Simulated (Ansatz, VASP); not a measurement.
# One calculation of PtS2, two programs

```
Pt S
1.0
     3.54320    0.00000    0.00000
    -1.77160    3.06850    0.00000
     0.00000    0.00000    5.03880
Pt S
1 2
Direct
  0.99761 0.97899 0.98957
  0.33031 0.64541 0.23220
  0.66439 0.31150 0.74683
```

Alike in both runs: task single point; functional r2SCAN; k mesh 6 × 6 × 4; occupations fermi-dirac, width 0.1 eV; no spin polarisation.

```csv
,VASP,Ansatz
version,VASP 6.6.1,Ansatz 0.2.0
potentials or method,"VASP PAW PBE potentials, release 64 (Pt, S)","plane waves, PAW"
plane-wave cutoff (eV),520,500
valence electrons in the cell,22,30
```

Ansatz gave:

```
rms of the force components (eV/Å) : 0.021
```

Q: What did VASP give for the same quantities?

A: rms of the force components (eV/Å): 0.019.

VASP's potentials were made for PBE, not for r2SCAN. Atom by atom the forces differ by 0.002 eV/Å (rms over components). VASP's potentials hold 22 valence electrons a cell and Ansatz's 30, so a difference there can come from the potentials and not from the codes.

Spin-orbit coupling is off throughout.
